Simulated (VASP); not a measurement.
A run of VASP 6.6.1 is set up as follows.

File INCAR:

```
  PREC = Accurate
  ENCUT = 500
  EDIFF = 1E-6
  ISMEAR = 0
  SIGMA = 0.2
  LREAL = F
  LASPH = T
  NELM = 200
  ALGO = Normal
  ISIF = 2
  LWAVE = F
  LCHARG = F
  GGA = PE
  NBANDS = 32
  GGA_COMPAT = F
  LMAXMIX = 6
```

Contents of KPOINTS:

```
Automatic mesh
0
Gamma
  3 3 4
```

The input POSCAR:

```
Ho4Ti
1.0
    6.2858744766     -0.0000000030      0.0000000000
   -3.1429372357      5.4437269832      0.0000000000
    0.0000000000      0.0000000000      5.1807564853
Ho Ti
4 1
Direct
    0.5000155159      0.0000000000      0.0000000000
    0.0000000000      0.5000155159      0.0000000000
    0.4999844841      0.4999844841      0.0000000000
    0.0000000000      0.0000000000      0.5000000000
    0.0000000000      0.0000000000      0.0000000000
```

Potentials or basis: VASP PAW PBE potentials, release 64 (Ho_3, Ti_sv), 4f in core.

Command:

```bash
$ cat potpaw_PBE.64/Ho_3/POTCAR potpaw_PBE.64/Ti_sv/POTCAR > POTCAR
$ mpirun -np 1 vasp_std > vasp.out
```

Question: Predict the pressure.

Answer: 0.3 GPa.

Question: What does it give for the band gap on the k mesh?

Answer: Zero (bands 24 and 25 overlap by 0.32 eV).

Stress tensor (GPa, compression positive):
```
0.27 0.00 0.00
0.00 0.27 0.00
0.00 0.00 0.45
```

Caveat: the k points lie up to 0.38 Å⁻¹ apart; spin-orbit coupling is left out, which moves the levels of the heavy elements; the 4f electrons are frozen in the core, so they carry no moment and show no levels. Spin polarisation is off, so any magnetic state and its effect on volume and gap are missing.
